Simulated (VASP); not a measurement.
A run of VASP 6.6.1:

INCAR

```
ALGO     = Normal         # electronic algorithm
EDIFF    = 1E-8           # SCF threshold, eV
ENCUT    = 520            # plane-wave cutoff, eV
ISIF     = 2              # what is computed and relaxed
ISMEAR   = -1             # smearing method
LASPH    = T              # aspherical terms in the spheres
LCHARG   = F              # write CHGCAR
LEFG     = T            
LREAL    = F              # projectors in reciprocal space
LWAVE    = F              # write WAVECAR
NBANDS   = 26             # bands
NELM     = 100            # most SCF steps
PREC     = Accurate       # precision mode
SIGMA    = 0.02           # smearing width, eV
```

File KPOINTS:

```
k-points
0
Gamma
  8 8 4
```

The input POSCAR:

```
CdS
1.0
    4.1070480370      0.0000000000      0.0000000000
   -2.0535240185      3.5568079346      0.0000000000
    0.0000000000      0.0000000000      6.7037033332
Cd S
2 2
Direct
    0.3333333333      0.6666666667      0.0000000000
    0.6666666667      0.3333333333      0.5000000000
    0.3333333333      0.6666666667      0.3850000000
    0.6666666667      0.3333333333      0.8850000000
```

Potentials or basis: VASP PAW LDA potentials, release 64 (Cd, S).

Launch:

```bash
$ cat potpaw_LDA.64/Cd/POTCAR potpaw_LDA.64/S/POTCAR > POTCAR
$ mpirun -np 1 vasp_std > vasp.out
```

Hardware: 1 thread of Intel(R) Xeon(R) Platinum 8488C (Sapphire Rapids), on a shared host.

Q: Estimate the wall time of this run.

A: Run time: 74 s on 1 thread of Intel(R) Xeon(R) Platinum 8488C (Sapphire Rapids) (shared host), peak memory 0.21 GiB. Counts: scf iterations 23, k points 30.
